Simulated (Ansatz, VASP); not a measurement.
# KBr in VASP and in Ansatz

File INCAR:

```
PREC = Accurate ; ENCUT = 500
EDIFF = 1E-6 ; ISMEAR = 0
SIGMA = 0.01 ; LREAL = False
LASPH = True ; NELM = 120
ALGO = Normal ; ISIF = 2
LWAVE = False ; LCHARG = False
NBANDS = 15 ; GGA_COMPAT = False
```

File KPOINTS:

```
Automatic mesh
0
Gamma
  4 4 4
```

The input POSCAR:

```
KBr
1.0
    4.0434990000      0.0000000000      0.0000000000
    0.0000000000      4.0434990000      0.0000000000
    0.0000000000      0.0000000000      4.0434990000
K Br
1 1
Direct
    0.0000000000      0.0000000000      0.0000000000
    0.5000000000      0.5000000000      0.5000000000
```

Input for Ansatz:

```yaml
crystal:
  lattice:
    - [4.043499, 0.0, 0.0]
    - [0.0, 4.043499, 0.0]
    - [0.0, 0.0, 4.043499]
  atoms:
    - { symbol: K, position: [0.0, 0.0, 0.0] }
    - { symbol: Br, position: [0.5, 0.5, 0.5] }
kpoints:
  mp_grid:
    grid: [4, 4, 4]
  band_path:
    path:
      - [0.0, 0.0, 0.0]
      - [-0.025741714129485428, 0.0, 0.0]
      - [0.025741714129485428, 0.0, 0.0]
      - [0.0, -0.025741714129485428, 0.0]
      - [0.0, 0.025741714129485428, 0.0]
      - [0.0, 0.0, -0.025741714129485428]
      - [0.0, 0.0, 0.025741714129485428]
      - [0.025741714129485428, 0.025741714129485428, 0.0]
      - [0.025741714129485428, -0.025741714129485428, 0.0]
      - [-0.025741714129485428, 0.025741714129485428, 0.0]
      - [-0.025741714129485428, -0.025741714129485428, 0.0]
      - [0.025741714129485428, 0.0, 0.025741714129485428]
      - [0.025741714129485428, 0.0, -0.025741714129485428]
      - [-0.025741714129485428, 0.0, 0.025741714129485428]
      - [-0.025741714129485428, 0.0, -0.025741714129485428]
      - [0.0, 0.025741714129485428, 0.025741714129485428]
      - [0.0, 0.025741714129485428, -0.025741714129485428]
      - [0.0, -0.025741714129485428, 0.025741714129485428]
      - [0.0, -0.025741714129485428, -0.025741714129485428]
    npoints: 1
hamiltonian:
  xc: lda
scf:
  occupations:
    method: fixed
```

Alike in both runs: task single point; functional LDA; k mesh 4 × 4 × 4; no spin polarisation.

```csv
,VASP,Ansatz
version,VASP 6.6.1,Ansatz 0.2.0
potentials or method,"VASP PAW LDA potentials, release 64 (K_sv, Br)","plane waves, PAW"
plane-wave cutoff (eV),500,420
occupations,"gaussian, width 0.01 eV",fixed
valence electrons in the cell,16,16
```

VASP gave:

| Property | Result |
| --- | --- |
| gap on the k mesh at the Fermi level (eV) | 3.48 |

**Question.** Estimate Ansatz's values.

**Answer.** gap on the k mesh at the Fermi level (eV): 3.47.

LDA's correlation is that of Perdew and Zunger in VASP and of Perdew and Wang (1992) in Ansatz.
